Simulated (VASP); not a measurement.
Set up this calculation in VASP 6.6.1, as the native input.

```
Task                   : single point
Functional             : r2SCAN
Potentials or basis    : VASP PAW PBE potentials, release 64 (Co)
Cutoff                 : 520 eV
k mesh                 : 14 × 14 × 14
Occupations            : fermi-dirac, width 0.05 eV
Spin                   : collinear spin, ferromagnetic start
Starting moments       : [-2.018, -2.018] μB
Dipole correction      : no
Further INCAR settings : ALGO = Normal; EDIFF = 1e-06; NBANDS = 20
```

Crystal: Co.

```
CELL_PARAMETERS angstrom
0.00000 2.27948 2.27948
2.27948 0.00000 2.27948
2.27948 2.27948 0.00000
ATOMIC_POSITIONS crystal
Co 0.00000 0.00000 0.00000
Co 0.50000 0.50000 0.50000
```

This isn't the form of Co at room conditions, which is hcp.

The input as run:

POSCAR

```
Co
1.0
    0.0000000000      2.2794794399      2.2794794399
    2.2794794399      0.0000000000      2.2794794399
    2.2794794399      2.2794794399      0.0000000000
Co
2
Direct
    0.0000000000      0.0000000000      0.0000000000
    0.5000000000      0.5000000000      0.5000000000
```

INCAR.step1

```
SYSTEM = Co
  PREC = Accurate
  ENCUT = 520
  ISMEAR = -1
  SIGMA = 0.05
  LREAL = .False.
  LASPH = .True.
  NELM = 150
  ISPIN = 2
  MAGMOM = -2.018 -2.018
  LMAXMIX = 4
  NBANDS = 20
  GGA = PE
  ALGO = Normal
  EDIFF = 1E-4
  LWAVE = .True.
  LCHARG = .False.
```

INCAR.step2

```
SYSTEM = Co
  PREC = Accurate
  ENCUT = 520
  EDIFF = 1E-6
  ISMEAR = -1
  SIGMA = 0.05
  LREAL = .False.
  LASPH = .True.
  NELM = 150
  ALGO = Normal
  ISIF = 2
  LWAVE = .False.
  LCHARG = .False.
  ISPIN = 2
  MAGMOM = -2.018 -2.018
  LORBIT = 11
  LMAXMIX = 4
  METAGGA = R2SCAN
  LMIXTAU = .True.
  NBANDS = 20
  ISTART = 1
```

KPOINTS

```
Automatic mesh
0
Gamma
  14 14 14
  0 0 0
```

Potentials or basis: VASP PAW PBE potentials, release 64 (Co).

Run with:

```console
$ cat potpaw_PBE.64/Co/POTCAR > POTCAR
$ cp INCAR.step1 INCAR
$ mpirun -np 1 vasp_std > vasp.out
$ cp INCAR.step2 INCAR
$ mpirun -np 1 vasp_std > vasp.out
```

Results of the run:

| Item | Value |
| --- | --- |
| Pressure | 11.0 GPa |
| Band gap on the k mesh | zero (filled and empty bands overlap) |
| Net moment | -4.00 μB per cell |
| Site moments | Co -2.03 μB |
| Valence electrons inside the program's atomic spheres | Co 8.32 |

Caveat: the cell stands under pressure; the PAW data sets were made with another functional, which shifts forces and pressure a little.

Wall time 90 s on 1 thread of Intel(R) Xeon(R) 6975P-C (Granite Rapids), on a shared host, peak memory 0.2 GiB.
